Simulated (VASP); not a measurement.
# Cl (Cmce) in VASP: a series of runs

Cl is run at these levels: BLYP; tasks: single point, relaxation of cell and atoms.

Everything below comes from runs of VASP 6.6.1. Logs are shortened: lines on timing, memory, paths and dates and some standing lists are left out, and cuts for length are marked.

## 1. The cell of the first run

The structure is orthorhombic, space group Cmce (No. 64). The conventional cell has a = 11.287 Å, b = 4.615 Å, c = 8.600 Å, α = 90.00°, β = 90.00°, γ = 90.00°. Within 2.7 Å of Cl (site symmetry m) lie 1 Cl at 2.05 Å.

## 2. Single point, BLYP

INCAR reads:

```
PREC = Accurate
ENCUT = 520
EDIFF = 1E-6
ISMEAR = -1
SIGMA = 0.05
LREAL = False
LASPH = True
NELM = 60
ALGO = Normal
ISIF = 2
LWAVE = False
LCHARG = True
GGA = B5
ALDAX = 1.0
AGGAX = 1.0
AGGAC = 1.0
ALDAC = 0.0
LELF = True
LVHAR = True
NBANDS = 22
```

KPOINTS reads:

```
Automatic mesh
0
Gamma
  5 5 2
```

POSCAR reads:

```
Cl
1.0
    5.6437384335     -2.3073415015      0.0000000000
    5.6437384335      2.3073415015      0.0000000000
    0.0000000000      0.0000000000      8.6004807924
Cl
4
Direct
    0.8940718132      0.1059281868      0.1050480618
    0.6059281868      0.3940718132      0.6050480618
    0.1059281868      0.8940718132      0.8949519382
    0.3940718132      0.6059281868      0.3949519382
```

Potentials or basis: VASP PAW PBE potentials, release 64 (Cl).

On the command line:

```sh
$ cat potpaw_PBE.64/Cl/POTCAR > POTCAR
$ mpirun -np 1 vasp_std > vasp.out
```

OUTCAR:

```text
PREC = Accurate
   ENCUT = 520
   EDIFF = 1E-6
   ISMEAR = -1
   LREAL = False
   LASPH = True
   NELM = 60
   ISIF = 2
   GGA = B5

 ion  position               nearest neighbor table
   1  0.894  0.106  0.105-   3 2.05
   2  0.606  0.394  0.605-   4 2.05
   3  0.106  0.894  0.895-   1 2.05
   4  0.394  0.606  0.395-   2 2.05

  LATTYP: Found a base centered orthorhombic cell.
 ALAT       =     4.6146830030
 B/A-ratio  =     2.4459918178
 C/A-ratio  =     1.8637208204

  Lattice vectors:

 A1 = (  -5.6437384335,  -2.3073415015,   0.0000000000)
 A2 = (   5.6437384335,  -2.3073415015,   0.0000000000)
 A3 = (   0.0000000000,   0.0000000000,   8.6004807924)

Analysis of symmetry for initial positions (statically):
=====================================================================
 Subroutine PRICEL returns:
 Original cell was already a primitive cell.

 Routine SETGRP: Setting up the symmetry group for a
 base centered orthorhombic supercell.

 Subroutine GETGRP returns: Found  8 space group operations
 (whereof  4 operations were pure point group operations)
 out of a pool of  8 trial point group operations.

The static configuration has the point symmetry C_2h.
 The point group associated with its full space group is D_2h.

Analysis of symmetry for dynamics (positions and initial velocities):
=====================================================================
 Subroutine PRICEL returns:
 Original cell was already a primitive cell.

 Routine SETGRP: Setting up the symmetry group for a
 base centered orthorhombic supercell.

 Subroutine GETGRP returns: Found  8 space group operations
 (whereof  4 operations were pure point group operations)
 out of a pool of  8 trial point group operations.

The dynamic configuration has the point symmetry C_2h.
 The point group associated with its full space group is D_2h.

 Subroutine INISYM returns: Found  8 space group operations
 (whereof  4 operations are pure point group operations),
 and found     1 'primitive' translations

----------------------------------------------------------------------------------------

                                     Primitive cell

  volume of cell :     223.9915

  direct lattice vectors                    reciprocal lattice vectors
     5.643738434 -2.307341501  0.000000000     0.088593759 -0.216699608  0.000000000
     5.643738434  2.307341501  0.000000000     0.088593759  0.216699608  0.000000000
     0.000000000  0.000000000  8.600480792     0.000000000  0.000000000  0.116272569

  length of vectors
     6.097180357  6.097180357  8.600480792     0.234110176  0.234110176  0.116272569

  position of ions in fractional coordinates (direct lattice)
     0.894071813  0.105928187  0.105048062
     0.605928187  0.394071813  0.605048062
     0.105928187  0.894071813  0.894951938
     0.394071813  0.605928187  0.394951938

  ion indices of the primitive-cell ions
   primitive index   ion index
                 1           1
                 2           2
                 3           3
                 4           4

----------------------------------------------------------------------------------------

 KPOINTS: Automatic mesh

Automatic generation of k-mesh.
 Grid dimensions read from file:
 generate k-points for:    5    5    2

 Generating k-lattice:

  Cartesian coordinates                     Fractional coordinates (reciprocal lattice)
     0.017718752 -0.043339922  0.000000000     0.200000000  0.000000000  0.000000000
     0.017718752  0.043339922  0.000000000     0.000000000  0.200000000  0.000000000
     0.000000000  0.000000000  0.058136285     0.000000000  0.000000000  0.500000000

  Length of vectors
     0.046822035  0.046822035  0.058136285

  Shift w.r.t. Gamma in fractional coordinates (k-lattice)
     0.000000000  0.000000000  0.000000000

 Subroutine IBZKPT returns following result:
 ===========================================

 Found     18 irreducible k-points:

 Following reciprocal coordinates:
            Coordinates               Weight
  0.000000  0.000000  0.000000      1.000000
  0.200000 -0.000000  0.000000      4.000000
  0.400000 -0.000000  0.000000      4.000000
  0.200000  0.200000  0.000000      2.000000
  0.400000  0.200000  0.000000      4.000000
 -0.400000  0.200000  0.000000      4.000000
[... 10 lines left out ...]
  0.400000  0.400000  0.500000      2.000000
 -0.400000  0.400000  0.500000      2.000000
   k-points           NKPTS =     18   k-points in BZ     NKDIM =     18   number of bands    NBANDS=     22
   number of dos      NEDOS =    301   number of ions     NIONS =      4
   total plane-waves  NPLWV = 147456
   dimension x,y,z NGX =    48 NGY =   48 NGZ =   64
   dimension x,y,z NGXF=    96 NGYF=   96 NGZF=  128
   ions per type =               4
   NGX,Y,Z   is equivalent  to a cutoff of  13.09, 13.09, 12.37 a.u.
   NGXF,Y,Z  is equivalent  to a cutoff of  26.18, 26.18, 24.74 a.u.
 SYSTEM =  unknown system
   PREC   = accura    normal or accurate (medium, high low for compatibility)
   ISTART =      0    job   : 0-new  1-cont  2-samecut
   ICHARG =      2    charge: 1-file 2-atom 10-const
   ISPIN  =      1    spin polarized calculation?
   LNONCOLLINEAR =      F non collinear calculations
   LSORBIT =      F    spin-orbit coupling
   LASPH  =      T    aspherical Exc in radial PAW
   ENCUT  =  520.0 eV  38.22 Ry    6.18 a.u.  11.34 11.34 15.99*2*pi/ulx,y,z
   NELM   =     60;   NELMIN=  2; NELMDL= -5     # of ELM steps
   EDIFF  = 0.1E-05   stopping-criterion for ELM
   LREAL  =      F    real-space projection
   EDIFFG = 0.1E-04   stopping-criterion for IOM
   NSW    =      0    number of steps for IOM
   IBRION =     -1    ionic relax: 0-MD 1-quasi-New 2-CG
   NFREE  =      0    steps in history (QN), initial steepest desc. (CG)
   ISIF   =      2    stress and relaxation
   ISYM   =      2    0-nonsym 1-usesym 2-fastsym
   POTIM  = 0.5000    time-step for ionic-motion
   TEBEG  =    0.0;   TEEND  =   0.0 temperature during run
   PSTRESS=    0.0 pullay stress
   NELECT =      28.0000    total number of electrons
   NUPDOWN=      -1.0000    fix difference up-down
   EMIN   =  10.00;   EMAX   =-10.00  energy-range for DOS
   EFERMI =   0.00;   METHOD = LEGACY
   ISMEAR =    -1;   SIGMA  =   0.05  broadening in eV -4-tet -1-fermi 0-gaus
   EFERMI_NEDOS =   21; number of points for ismear=-14 and -15
   IALGO  =     38    algorithm
   IMIX   =      4    mixing-type and parameters
     AMIX     =   0.40;   BMIX     =  1.00
     AMIX_MAG =   1.60;   BMIX_MAG =  1.00
  volume/ion in A,a.u.               =      56.00       377.89
  Fermi-wavevector in a.u.,A,eV,Ry     =   0.818560  1.546853  9.116447  0.670040
  Thomas-Fermi vector in A             =   1.929208
   LORBIT       =      0    0 simple, 1 ext, 2 COOP (PROOUT), +10 PAW based schemes
   GGA     = B5    functional components
   LHFCALC =     F    Hartree Fock is set to
   AEXX    =    0.0000 exact exchange contribution
   IVDW    =     0    specifies the selected vdW correction
   LEPSILON=     F    determine dielectric tensor
   LRPA    =     F    only Hartree local field effects (RPA)
 non-spin polarized calculation
  energy-cutoff  :      520.00
  volume of cell :      223.99
 maximum number of plane-waves:      6056
 NGX is ok and might be reduce to    48
   NGX = 23   NGY = 23   NGZ = 31

 number of electron      28.0000000 magnetization

 Free energy of the ion-electron system (eV)
  ---------------------------------------------------
  ext. energy  EPLUGINS =         0.00000000
  ---------------------------------------------------
  free energy    TOTEN  =        -6.46559878 eV

  energy without entropy =       -6.46559878  energy(sigma->0) =       -6.46559878

 E-fermi :  -2.6355     XC(G=0):  -4.8203

 val. band max:       -3.7635801961   @ k =   0.0000   0.0000   0.0000
 cond. band min:      -1.5001451814   @ k =   0.0000   0.0000   0.0000
 fundamental gap:      2.2634350147
 Fermi energy:        -2.6355182213

 k-point     1 :       0.0000    0.0000    0.0000
  band No.  band energies     occupation
      1     -19.7575      2.00000
      2     -19.6088      2.00000
      3     -16.1909      2.00000
      4     -15.8007      2.00000
      5      -8.6810      2.00000
      6      -8.0215      2.00000
[... 14 lines left out ...]
     21       5.7410      0.00000
     22       6.0089      0.00000

 k-point     2 :       0.2000   -0.0000    0.0000
  band No.  band energies     occupation
      1     -19.7347      2.00000
      2     -19.6139      2.00000
      3     -16.1600      2.00000
      4     -15.8458      2.00000
      5      -8.6543      2.00000
      6      -8.1166      2.00000
[... 14 lines left out ...]
     21       5.7675      0.00000
     22       5.9719      0.00000

 k-point     3 :       0.4000   -0.0000    0.0000
  band No.  band energies     occupation
      1     -19.6833      2.00000
      2     -19.6368      2.00000
      3     -16.0741      2.00000
      4     -15.9550      2.00000
      5      -8.5509      2.00000
      6      -8.3443      2.00000
[... 14 lines left out ...]
     21       5.9394      0.00000
     22       6.0177      0.00000

 k-point     4 :       0.2000    0.2000    0.0000
  band No.  band energies     occupation
      1     -19.7572      2.00000
      2     -19.6086      2.00000
      3     -16.1906      2.00000
      4     -15.8007      2.00000
      5      -8.6800      2.00000
      6      -8.0217      2.00000
[... 14 lines left out ...]
     21       5.4950      0.00000
     22       5.8046      0.00000

 k-point     5 :       0.4000    0.2000    0.0000
  band No.  band energies     occupation
      1     -19.7344      2.00000
      2     -19.6137      2.00000
      3     -16.1596      2.00000
      4     -15.8459      2.00000
      5      -8.6528      2.00000
      6      -8.1172      2.00000
[... 267 lines left out ...]
 k-point    16 :      -0.2000    0.2000    0.5000
  band No.  band energies     occupation
      1     -19.6603      2.00000
      2     -19.6603      2.00000
      3     -16.0152      2.00000
      4     -16.0152      2.00000
      5      -8.4048      2.00000
      6      -8.4048      2.00000
[... 14 lines left out ...]
     21       6.5525      0.00000
     22       6.5704      0.00000

 k-point    17 :       0.4000    0.4000    0.5000
  band No.  band energies     occupation
      1     -19.6853      2.00000
      2     -19.6853      2.00000
      3     -15.9962      2.00000
      4     -15.9962      2.00000
      5      -8.3757      2.00000
      6      -8.3757      2.00000
[... 14 lines left out ...]
     21       6.2660      0.00000
     22       6.2667      0.00000

 k-point    18 :      -0.4000    0.4000    0.5000
  band No.  band energies     occupation
      1     -19.6757      2.00000
      2     -19.6757      2.00000
      3     -16.0033      2.00000
      4     -16.0033      2.00000
      5      -8.3892      2.00000
      6      -8.3892      2.00000
[... 14 lines left out ...]
     21       6.3979      0.00000
     22       6.3983      0.00000

------------------------ aborting loop because EDIFF is reached ----------------------------------------

  FORCE on cell =-STRESS in cart. coord.  units (eV):
  Direction    XX          YY          ZZ          XY          YZ          ZX
  --------------------------------------------------------------------------------------
  -------------------------------------------------------------------------------------
  Total       -0.0667705     -0.2536853     -0.6219142      0.0000000      0.0000000      0.0000000
  in kB       -0.4775995     -1.8145729     -4.4484586      0.0000000      0.0000000      0.0000000
  external PRESSURE =      -2.2468770 kB  Pullay stress =       0.0000000 kB

 VOLUME and BASIS-vectors are now :
 -----------------------------------------------------------------------------
  energy-cutoff  :      520.00
  volume of cell :      223.99
      direct lattice vectors                 reciprocal lattice vectors
     5.643738434 -2.307341501  0.000000000     0.088593759 -0.216699608  0.000000000
     5.643738434  2.307341501  0.000000000     0.088593759  0.216699608  0.000000000
     0.000000000  0.000000000  8.600480792     0.000000000  0.000000000  0.116272569

 POSITION                                       TOTAL-FORCE (eV/Angst)
 -----------------------------------------------------------------------------------
      5.64374     -1.81852      0.90346         0.000000     -0.076173     -0.145337
      5.64374     -0.48883      5.20370         0.000000      0.076173     -0.145337
      5.64374      1.81852      7.69702         0.000000      0.076173      0.145337
      5.64374      0.48883      3.39678         0.000000     -0.076173      0.145337
 -----------------------------------------------------------------------------------
    total drift:                                0.000000      0.000000     -0.000000

  FREE ENERGIE OF THE ION-ELECTRON SYSTEM (eV)
  ---------------------------------------------------
  free  energy   TOTEN  =        -6.4655987809 eV

  energy  without entropy=       -6.4655987808  energy(sigma->0) =       -6.46559878
```

It took 98 s on 1 thread of AMD EPYC 7R13 (Zen 3), shared host; peak memory 0.34 GiB.

Results:

* Free energy: -6.4656 eV
* Pressure: -0.2 GPa
* Largest force: 0.164 eV/Å
* Band gap on the k mesh: 2.26 eV

Forces in eV/Å, atoms in the order of the input:
```
Cl   0.000 -0.076 -0.145
Cl   0.000  0.076 -0.145
Cl   0.000  0.076  0.145
Cl   0.000 -0.076  0.145
```

Caveat: this functional lacks dispersion, which holds the molecules together, so the pressure and a relaxed volume are unreliable; the PAW data sets were made with another functional, which shifts forces and pressure a little; an odd mesh through Γ misses points on the zone boundary, where band edges can lie.

## 3. Relaxation of cell and atoms, BLYP

This run uses another cell than the first one, of 27.53 Å³/atom.

INCAR reads:

```
AGGAC = 1.0 ; AGGAX = 1.0
ALDAC = 0.0 ; ALDAX = 1.0
ALGO = Normal ; EDIFF = 1E-6
EDIFFG = -0.01 ; ENCUT = 600
GGA = B5 ; IBRION = 2
ISIF = 3 ; ISMEAR = -1
LASPH = T ; LCHARG = F
LREAL = F ; LWAVE = F
NELM = 100 ; NSW = 80
PREC = Accurate ; SIGMA = 0.05
```

KPOINTS reads:

```
k-points
0
Gamma
  5 5 2
```

POSCAR reads:

```
Cl
1.0
    3.0726500000     -2.1977000000      0.0000000000
    3.0726500000      2.1977000000      0.0000000000
    0.0000000000      0.0000000000      8.1537000000
Cl
4
Direct
    0.8763000000      0.1237000000      0.1025000000
    0.6237000000      0.3763000000      0.6025000000
    0.1237000000      0.8763000000      0.8975000000
    0.3763000000      0.6237000000      0.3975000000
```

Potentials or basis: VASP PAW PBE potentials, release 64 (Cl).

On the command line:

```sh
$ cat potpaw_PBE.64/Cl/POTCAR > POTCAR
$ mpirun -np 1 vasp_std > vasp.out
```

Run time: 9.9 min. Hardware: 1 thread of AMD EPYC 7R13 (Zen 3), shared host; peak memory 0.21 GiB.

The run converged. Its results:

```yaml
Free_energy: -6.3924 eV
Relaxed_volume: 42.53 Å³/atom
Relaxed_cell: a = 4.911 Å, b = 4.911 Å, c = 8.571 Å, α = 90.00°, β = 90.00°, γ = 55.37°
Space_group_after_relaxing_to_0.1_Å: Cmce (No. 64)
Energy_gained_by_relaxing: 62.6 meV/atom
Ionic_steps: 21
Pressure_after_relaxing: 0.0 GPa
Band_gap_on_the_k_mesh: 2.29 eV
```

Forces in eV/Å, atoms in the order of the input:
```
Cl   0.000  0.002  0.002
Cl   0.000 -0.002  0.002
Cl   0.000 -0.002 -0.002
Cl   0.000  0.002 -0.002
```

Step by step:
| step | energy change (eV) | largest force (eV/Å) | pressure (GPa) | volume (Å³) |
| --- | --- | --- | --- | --- |
| 1 | 0.0000 | 0.7457 | 3.34 | 110.12 |
| 2 | 0.0001 | 1.0425 | -1.17 | 119.52 |
| 3 | -0.0703 | 0.2798 | 0.82 | 114.54 |
| 4 | -0.1093 | 0.2391 | 0.63 | 118.20 |
| 5 | -0.1852 | 0.1099 | 0.29 | 129.56 |
| 6 | -0.2290 | 0.2178 | 0.31 | 153.89 |
| 7 | -0.1771 | 0.8066 | -1.26 | 164.68 |
| 8 | -0.2323 | 0.0267 | -0.06 | 155.92 |
| 9 | -0.2323 | 0.0220 | -0.04 | 155.82 |
| 10 | -0.2338 | 0.0208 | -0.04 | 156.45 |
| 11 | -0.2378 | 0.0193 | -0.05 | 158.34 |
| 12 | -0.2438 | 0.0317 | -0.06 | 161.98 |
| 13 | -0.2474 | 0.1002 | -0.10 | 168.74 |
| 14 | -0.2478 | 0.0734 | -0.08 | 166.60 |
| 15 | -0.2424 | 0.2924 | 0.46 | 166.53 |
| 16 | -0.2483 | 0.0134 | 0.03 | 166.59 |
| 17 | -0.2487 | 0.0128 | 0.03 | 166.94 |
| 18 | -0.2498 | 0.0164 | 0.03 | 167.97 |
| 19 | -0.2505 | 0.0317 | 0.03 | 169.97 |
| 20 | -0.2460 | 0.2346 | -0.36 | 171.33 |
| 21 | -0.2506 | 0.0029 | -0.01 | 170.11 |

Final structure:
```
CELL_PARAMETERS angstrom
4.34878 -2.28184 0.00000
4.34878 2.28184 0.00000
0.00000 0.00000 8.57114
ATOMIC_POSITIONS crystal
Cl 0.89290 0.10710 0.10465
Cl 0.60710 0.39290 0.60465
Cl 0.10710 0.89290 0.89535
Cl 0.39290 0.60710 0.39535
```

Levels at points of the mesh, in eV from the valence-band top:
| k point | band 12 | band 13 | band 14 | band 15 | band 16 | band 17 |
| --- | --- | --- | --- | --- | --- | --- |
| (0.00, 0.00, 0.00) | -0.31 | -0.12 | 0.00 | 2.29 | 2.93 | 6.05 |
| (0.00, 0.00, 0.50) | -0.44 | -0.15 | -0.15 | 2.57 | 2.57 | 6.60 |

Caveat: the volume moved by over 15 % at a fixed basis, so the end points are rough; this functional lacks dispersion, which holds the molecules together, so the pressure and a relaxed volume are unreliable; the PAW data sets were made with another functional, which shifts forces and pressure a little; an odd mesh through Γ misses points on the zone boundary, where band edges can lie. Zero-point motion and thermal expansion aren't in these numbers.
